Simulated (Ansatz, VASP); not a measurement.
# Ba in VASP and in Ansatz

```xyz
3
Lattice="7.3411 0.0000 0.0000 -3.6705 6.3576 0.0000 0.0000 0.0000 3.8437" Properties=species:S:1:pos:R:3 pbc="T T T"
Ba   -2.5737    4.4577    0.0000
Ba    1.0969    1.8999    0.0000
Ba    5.1473    0.0000    0.0000
```

Alike in both runs: task single point; functional PBE; k mesh 9 × 9 × 12; occupations gaussian, width 0.1 eV; no spin polarisation.

|  | VASP | Ansatz |
| --- | --- | --- |
| version | VASP 6.6.1 | Ansatz 0.2.0 |
| potentials or method | VASP PAW PBE potentials, release 64 (Ba_sv), cutoff 520 eV | scalar-relativistic, plane waves, PAW |
| valence electrons in the cell | 30 | 30 |

```tsv
	VASP	Ansatz	Ansatz less VASP
gap on the k mesh at the Fermi level (eV)	none	none	-
pressure (GPa)	0.6	0.5	-0.16
traceless stress, the component that is largest in VASP (GPa)	0.18	0.16	-0.024
rms of the force components (eV/Å)	0.390	0.367	-0.0227
```

Atom by atom the forces differ by 0.023 eV/Å (rms over components). A gap of «none» marks a metal or a gap that the smearing closes.

Spin-orbit coupling is off throughout.
